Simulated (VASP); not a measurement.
TiCo: single point with PBE

The system is TiCo.

```xyz
2
Lattice="2.8286 0.0000 0.0000 0.0000 2.8286 0.0000 0.0000 0.0000 2.8286" Properties=species:S:1:pos:R:3 pbc="T T T"
Ti    0.0000    0.0000    0.0000
Co    1.4143    1.4143    1.4143
```

This cell differs from its parent crystal: volume scaled by 0.85.

```json
{
  "Program": "VASP 6.6.1",
  "Task": "single point",
  "Functional": "PBE",
  "Potentials or basis": "VASP PAW PBE potentials, release 64 (Ti_sv, Co)",
  "Cutoff": "520 eV",
  "k mesh": "13 × 13 × 13",
  "Occupations": "fermi-dirac, width 0.03 eV",
  "Spin": "collinear spin, ferrimagnetic start",
  "Starting moments": "[-1.0, 2.0] μB",
  "Dipole correction": "no",
  "Further INCAR settings": "ALGO = Normal; EDIFF = 1e-07; NBANDS = 22"
}
```

| Quantity | Value |
| --- | --- |
| Pressure | 34.7 GPa |
| Net moment | 0.00 μB per cell |
| Valence electrons inside the program's atomic spheres | Ti 10.56; Co 8.61 |

Levels at points of the mesh, in eV from the Fermi level:
Spin up:
```tsv
k point	band 7	band 8	band 9	band 10	band 11	band 12	band 13	band 14
(0.00, 0.00, 0.00)	-4.71	-1.80	-1.80	-1.80	0.91	0.91	3.32	3.32
```
Spin down:
```tsv
k point	band 6	band 7	band 8	band 9	band 10	band 11	band 12	band 13	band 14	band 15
(0.00, 0.00, 0.00)	-4.71	-4.71	-1.80	-1.80	-1.80	0.91	0.91	3.32	3.32	3.32
```

It took 120 s on 1 thread of Intel(R) Xeon(R) Platinum 8559C (Emerald Rapids), on a shared host, peak memory 0.2 GiB.

Caveat: the starting moments collapsed, and a magnetic state may lie lower.
